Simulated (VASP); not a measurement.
A run of VASP 6.6.1 is set up as follows.

Contents of INCAR:

```
PREC = Accurate ; ENCUT = 520
EDIFF = 1E-6 ; ISMEAR = 1
SIGMA = 0.05 ; LREAL = False
LASPH = True ; NELM = 150
ALGO = Normal ; ISIF = 2
LWAVE = False ; LCHARG = False
MAGMOM = 0 0 0 ; LORBIT = 11
LSORBIT = True ; GGA_COMPAT = False
LORBMOM = True ; GGA = PE
NBANDS = 25
```

KPOINTS

```
regular mesh
0
Gamma
  8 8 8
```

File POSCAR:

```
Ge
1.0
   -0.0282083000      2.1019966500      2.1134578200
    2.0716247400     -0.0325513900      2.1178009100
    2.0429605600      2.0776755600     -0.0038872100
Ge
1
Direct
    0.0000000000      0.0000000000      0.0000000000
```

Potentials or basis: VASP PAW PBE potentials, release 64 (Ge_d).

The run is started by

```sh
$ cat potpaw_PBE.64/Ge_d/POTCAR > POTCAR
$ mpirun -np 1 vasp_ncl > vasp.out
```

**Question.** Estimate the net moment.

**Answer.** 0.00 μB per cell.

**Question.** What does it give for the pressure?

**Answer.** 4.3 GPa.

Stress tensor (GPa, compression positive):
```
 4.22 -0.88 -0.47
-0.88  3.88 -0.26
-0.47 -0.26  4.84
```

Caveat: the cell stands under pressure.
